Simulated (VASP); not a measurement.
# SnO2 (C2/m) in VASP: notebook

Runs on SnO2. Level: PBE. Tasks: single point.

Program: VASP 6.6.1. These are calculated values, not measurements. Logs are shortened: lines on timing, memory, paths and dates and some standing lists are left out, and cuts for length are marked.

**1. The cell of the first run**

It takes space group C2/m (No. 12, monoclinic). Conventional cell: a = 6.678 Å, b = 6.723 Å, c = 3.187 Å, α = 90.00°, β = 90.54°, γ = 90.00°. Sn (site symmetry 2/m) has 6 O at 2.05 Å within 2.7 Å. Within 2.7 Å of Sn (site symmetry 2/m) lie 6 O at 2.04 to 2.06 Å. Within 2.7 Å of O (site symmetry m) lie 3 Sn at 2.04 to 2.06 Å and 1 O at 2.58 Å. O (site symmetry 2) has 3 Sn at 2.05 to 2.06 Å and 1 O at 2.59 Å within 2.7 Å.

**2. Single point, PBE**

Contents of INCAR:

```
SYSTEM = SnO2
PREC = Accurate
ENCUT = 520
EDIFF = 1E-7
ISMEAR = -1
SIGMA = 0.02
LREAL = .False.
LASPH = .True.
NELM = 100
ALGO = Normal
ISIF = 2
LWAVE = .False.
LCHARG = .True.
GGA = PE
LELF = .True.
LVHAR = .True.
NBANDS = 35
```

Contents of KPOINTS:

```
regular mesh
0
Gamma
  4 4 6
  0 0 0
```

Contents of POSCAR:

```
SnO2
1.0
    4.7380000000     -0.0157933333     -0.0157933333
   -0.0157933333      4.7380000000     -0.0157933333
   -0.0106216667     -0.0106216667      3.1865000000
Sn O
2 4
Direct
    0.0000000000      0.0000000000      0.0000000000
    0.5000000000      0.5000000000      0.5000000000
    0.3071000000      0.3071000000      0.0000000000
    0.1929000000      0.8071000000      0.5000000000
    0.6929000000      0.6929000000      0.0000000000
    0.8071000000      0.1929000000      0.5000000000
```

Potentials or basis: VASP PAW PBE potentials, release 64 (Sn_d, O).

Command:

```console
cat potpaw_PBE.64/Sn_d/POTCAR potpaw_PBE.64/O/POTCAR > POTCAR
mpirun -np 1 vasp_std > vasp.out
```

OUTCAR:

```text
SYSTEM = SnO2
   PREC = Accurate
   ENCUT = 520
   EDIFF = 1E-7
   ISMEAR = -1
   LREAL = .False.
   LASPH = .True.
   NELM = 100
   ISIF = 2
   GGA = PE

 ion  position               nearest neighbor table
   1  0.000  0.000  0.000-   3 2.05   5 2.05   4 2.05   6 2.05   4 2.05   6 2.05   2 3.69   2 3.69
                             2 3.71   2 3.71   2 3.72   2 3.72   2 3.72   2 3.72
   2  0.500  0.500  0.500-   5 2.04   3 2.04   3 2.06   5 2.06   4 2.06   6 2.06   1 3.69   1 3.69
                             1 3.71   1 3.71   1 3.72   1 3.72   1 3.72   1 3.72
   3  0.307  0.307  0.000-   2 2.04   1 2.05   2 2.06
   4  0.193  0.807  0.500-   1 2.05   1 2.05   2 2.06
   5  0.693  0.693  0.000-   2 2.04   1 2.05   2 2.06
   6  0.807  0.193  0.500-   1 2.05   1 2.05   2 2.06

  LATTYP: Found a base centered monoclinic cell.
 ALAT       =     9.1875805078
 B/A-ratio  =     0.7317355205
 C/A-ratio  =     0.3468307464
 COS(beta)  =    -0.6867970802

  Lattice vectors:

 A1 = (  -4.7273783333,   0.0264150000,  -3.1707066667)
 A2 = (   0.0264150000,  -4.7273783333,  -3.1707066667)
 A3 = (  -0.0106216667,  -0.0106216667,   3.1865000000)

Analysis of symmetry for initial positions (statically):
=====================================================================
 Subroutine PRICEL returns:
 Original cell was already a primitive cell.

 Routine SETGRP: Setting up the symmetry group for a
 base centered monoclinic supercell.

 Subroutine GETGRP returns: Found  4 space group operations
 (whereof  4 operations were pure point group operations)
 out of a pool of  4 trial point group operations.

The static configuration has the point symmetry C_2h.

Analysis of symmetry for dynamics (positions and initial velocities):
=====================================================================
 Subroutine PRICEL returns:
 Original cell was already a primitive cell.

 Routine SETGRP: Setting up the symmetry group for a
 base centered monoclinic supercell.

 Subroutine GETGRP returns: Found  4 space group operations
 (whereof  4 operations were pure point group operations)
 out of a pool of  4 trial point group operations.

The dynamic configuration has the point symmetry C_2h.

 Subroutine INISYM returns: Found  4 space group operations
 (whereof  4 operations are pure point group operations),
 and found     1 'primitive' translations
[... 101 lines left out ...]
   ENCUT  =  520.0 eV  38.22 Ry    6.18 a.u.   8.81  8.81  5.92*2*pi/ulx,y,z
   NELM   =    100;   NELMIN=  2; NELMDL= -5     # of ELM steps
   EDIFF  = 0.1E-06   stopping-criterion for ELM
   LREAL  =      F    real-space projection
   EDIFFG = 0.1E-05   stopping-criterion for IOM
   NSW    =      0    number of steps for IOM
   IBRION =     -1    ionic relax: 0-MD 1-quasi-New 2-CG
   NFREE  =      0    steps in history (QN), initial steepest desc. (CG)
   ISIF   =      2    stress and relaxation
   ISYM   =      2    0-nonsym 1-usesym 2-fastsym
   POTIM  = 0.5000    time-step for ionic-motion
   TEBEG  =    0.0;   TEEND  =   0.0 temperature during run
   PSTRESS=    0.0 pullay stress
   NELECT =      52.0000    total number of electrons
   NUPDOWN=      -1.0000    fix difference up-down
   EMIN   =  10.00;   EMAX   =-10.00  energy-range for DOS
   EFERMI =   0.00;   METHOD = LEGACY
   ISMEAR =    -1;   SIGMA  =   0.02  broadening in eV -4-tet -1-fermi 0-gaus
   EFERMI_NEDOS =   21; number of points for ismear=-14 and -15
   IALGO  =     38    algorithm
   IMIX   =      4    mixing-type and parameters
     AMIX     =   0.40;   BMIX     =  1.00
     AMIX_MAG =   1.60;   BMIX_MAG =  1.00
  volume/ion in A,a.u.               =      11.92        80.45
  Fermi-wavevector in a.u.,A,eV,Ry     =   1.472017  2.781708 29.481559  2.166833
  Thomas-Fermi vector in A             =   2.587083
   LORBIT       =      0    0 simple, 1 ext, 2 COOP (PROOUT), +10 PAW based schemes
   GGA     = PE    functional components
   LHFCALC =     F    Hartree Fock is set to
   AEXX    =    0.0000 exact exchange contribution
   IVDW    =     0    specifies the selected vdW correction
   LEPSILON=     F    determine dielectric tensor
   LRPA    =     F    only Hartree local field effects (RPA)
 non-spin polarized calculation
  energy-cutoff  :      520.00
  volume of cell :       71.53
 maximum number of plane-waves:      1964
   NGX = 17   NGY = 17   NGZ = 11

 number of electron      51.9999993 magnetization

 Free energy of the ion-electron system (eV)
  ---------------------------------------------------
  ext. energy  EPLUGINS =         0.00000000
  ---------------------------------------------------
  free energy    TOTEN  =       -37.15366440 eV

  energy without entropy =      -37.15366440  energy(sigma->0) =      -37.15366440

 E-fermi :   6.5756     XC(G=0): -11.2576

 val. band max:        6.1449664331   @ k =   0.0000   0.0000   0.0000
 cond. band min:       7.4170234705   @ k =   0.0000   0.0000   0.0000
 fundamental gap:      1.2720570373
 Fermi energy:         6.5755716105

 k-point     1 :       0.0000    0.0000    0.0000
  band No.  band energies     occupation
      1     -14.9651      2.00000
      2     -14.1854      2.00000
      3     -13.9025      2.00000
      4     -13.9000      2.00000
      5     -13.8610      2.00000
      6     -13.7986      2.00000
[... 901 lines left out ...]
     34      18.3354      0.00000
     35      18.7780      0.00000

 [... further k-points ...]

------------------------ aborting loop because EDIFF is reached ----------------------------------------

  FORCE on cell =-STRESS in cart. coord.  units (eV):
  Direction    XX          YY          ZZ          XY          YZ          ZX
  --------------------------------------------------------------------------------------
  -------------------------------------------------------------------------------------
  Total        4.7858683      4.7858683      6.2562454      0.6314211      0.3619940      0.3619940
  in kB      107.1967949    107.1967949    140.1311970     14.1429546      8.1081622      8.1081611
  external PRESSURE =     118.1749289 kB  Pullay stress =       0.0000000 kB

 VOLUME and BASIS-vectors are now :
 -----------------------------------------------------------------------------
  energy-cutoff  :      520.00
  volume of cell :       71.53
      direct lattice vectors                 reciprocal lattice vectors
     4.738000000 -0.015793333 -0.015793333     0.211064225  0.000705900  0.000705900
    -0.015793333  4.738000000 -0.015793333     0.000705900  0.211064225  0.000705900
    -0.010621667 -0.010621667  3.186500000     0.001049602  0.001049602  0.313830942

 POSITION                                       TOTAL-FORCE (eV/Angst)
 -----------------------------------------------------------------------------------
      0.00000      0.00000      0.00000        -0.000000      0.000000     -0.000000
      2.35579      2.35579      1.57746        -0.000000      0.000000     -0.000000
      1.45019      1.45019     -0.00970        -0.194495     -0.194495     -0.090561
      0.89590      3.81568      1.57746         0.221862     -0.221862     -0.000000
      3.27202      3.27202     -0.02189         0.194495      0.194495      0.090561
      3.81568      0.89590      1.57746        -0.221862      0.221862     -0.000000
 -----------------------------------------------------------------------------------
    total drift:                               -0.000000      0.000000      0.000000

  FREE ENERGIE OF THE ION-ELECTRON SYSTEM (eV)
  ---------------------------------------------------
  free  energy   TOTEN  =       -37.1536644030 eV

  energy  without entropy=      -37.1536644030  energy(sigma->0) =      -37.15366440
```

OSZICAR:

```text
N       E                     dE             d eps       ncg     rms          rms(c)
DAV:   1     0.636282070551E+03    0.63628E+03   -0.25723E+04  2692   0.233E+03
DAV:   2     0.575717144541E+02   -0.57871E+03   -0.54735E+03  2615   0.620E+02
DAV:   3    -0.383857947045E+02   -0.95958E+02   -0.94463E+02  2534   0.208E+02
DAV:   4    -0.432853483415E+02   -0.48996E+01   -0.48676E+01  3041   0.508E+01
DAV:   5    -0.434126734188E+02   -0.12733E+00   -0.12711E+00  2928   0.867E+00    0.162E+01
DAV:   6    -0.370607762814E+02    0.63519E+01   -0.17610E+01  3768   0.638E+01    0.629E+00
DAV:   7    -0.371814062258E+02   -0.12063E+00   -0.20707E+00  2720   0.795E+00    0.324E+00
DAV:   8    -0.371597520788E+02    0.21654E-01   -0.16364E-01  3464   0.427E+00    0.760E-01
DAV:   9    -0.371528796457E+02    0.68724E-02   -0.34525E-02  3863   0.303E+00    0.130E-01
DAV:  10    -0.371535155336E+02   -0.63589E-03   -0.38122E-03  2883   0.442E-01    0.707E-02
DAV:  11    -0.371536647977E+02   -0.14926E-03   -0.23140E-04  3167   0.113E-01    0.140E-02
DAV:  12    -0.371536653003E+02   -0.50258E-06   -0.16443E-05  3286   0.355E-02    0.806E-03
DAV:  13    -0.371536646964E+02    0.60391E-06   -0.34999E-06  3266   0.351E-02    0.173E-03
DAV:  14    -0.371536644991E+02    0.19729E-06   -0.65323E-07  3053   0.752E-03    0.142E-03
DAV:  15    -0.371536644030E+02    0.96066E-07   -0.91576E-08  1786   0.500E-03
   1 F= -.37153664E+02 E0= -.37153664E+02  d E =-.418887E-11
```

stdout:

```text
POSCAR found type information on POSCAR SnO
 POSCAR found :  2 types and       6 ions
 scaLAPACK will be used
 LDA part: xc-table for (Slater+PW92), standard interpolation
 POSCAR, INCAR and KPOINTS ok, starting setup
 FFT: planning ... GRIDC
 FFT: planning ... GRID_SOFT
 FFT: planning ... GRID
 WAVECAR not read
 entering main loop
```

Wall time 77 s (1 thread of Intel Xeon 8259CL, shared host); peak memory 0.21 GiB.

Results:

```
Free energy            : -37.1537 eV
Pressure               : 11.8 GPa
Largest force          : 0.314 eV/Å
Band gap on the k mesh : 1.27 eV
```

Forces in eV/Å, atoms in the order of the input:
```
Sn   0.000  0.000  0.000
Sn   0.000  0.000  0.000
O   -0.194 -0.194 -0.091
O    0.222 -0.222  0.000
O    0.194  0.194  0.091
O   -0.222  0.222  0.000
```

Caveat: the cell stands under pressure; spin-orbit coupling is left out, which moves the levels of the heavy elements. As with any semilocal functional, this PBE gap is likely too small.

(Continued in part 2 of 2.)
